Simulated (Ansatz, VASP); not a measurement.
## InAs in VASP and in Ansatz

Contents of INCAR:

```
ALGO = Normal ; EDIFF = 1E-7
ENCUT = 520 ; GGA = RP
ISIF = 2 ; ISMEAR = 0
LASPH = True ; LCHARG = False
LREAL = False ; LWAVE = False
NBANDS = 16 ; NELM = 80
PREC = Accurate ; SIGMA = 0.05
```

File KPOINTS:

```
k-points
0
Gamma
  6 6 6
```

The input POSCAR:

```
InAs
1.0
    0.0000000000      3.0865175286      3.0865175286
    3.0865175286      0.0000000000      3.0865175286
    3.0865175286      3.0865175286      0.0000000000
In As
1 1
Direct
    0.0000000000      0.0000000000      0.0000000000
    0.7500000000      0.7500000000      0.7500000000
```

Input for Ansatz:

```yaml
crystal:
  lattice:
    - [0.0, 3.0865175286, 3.0865175286]
    - [3.0865175286, 0.0, 3.0865175286]
    - [3.0865175286, 3.0865175286, 0.0]
  atoms:
    - { symbol: In, position: [0.0, 0.0, 0.0] }
    - { symbol: As, position: [0.75, 0.75, 0.75] }
basis:
  ecutwfc: 420
  ecutrho_ratio: 4
kpoints:
  mp_grid: { grid: [6, 6, 6] }
hamiltonian:
  xc: rpbe
scf:
  occupations: { method: gaussian, width: 0.05 }
output:
  forces: true
  stress: true
  eigenvalues: true
```

Alike in both runs: task single point; functional RPBE; k mesh 6 × 6 × 6; occupations gaussian, width 0.05 eV; no spin polarisation.

|  | VASP | Ansatz |
| --- | --- | --- |
| version | VASP 6.6.1 | Ansatz 0.2.0 |
| potentials or method | VASP PAW PBE potentials, release 64 (In_d, As), cutoff 520 eV | scalar-relativistic, plane waves, PAW |
| valence electrons in the cell | 18 | 28 |

```csv
,VASP,Ansatz,Ansatz less VASP
gap on the k mesh at the Fermi level (eV),none,none,-
pressure (GPa),2.0,2.0,-0.05
```

VASP's potentials were made for PBE, not for RPBE. A gap of «none» marks a metal or a gap that the smearing closes. With one functional, cell and mesh, what is left measures potentials, basis and numerics. VASP's potentials hold 18 valence electrons a cell and Ansatz's 28, so a difference there can come from the potentials and not from the codes.
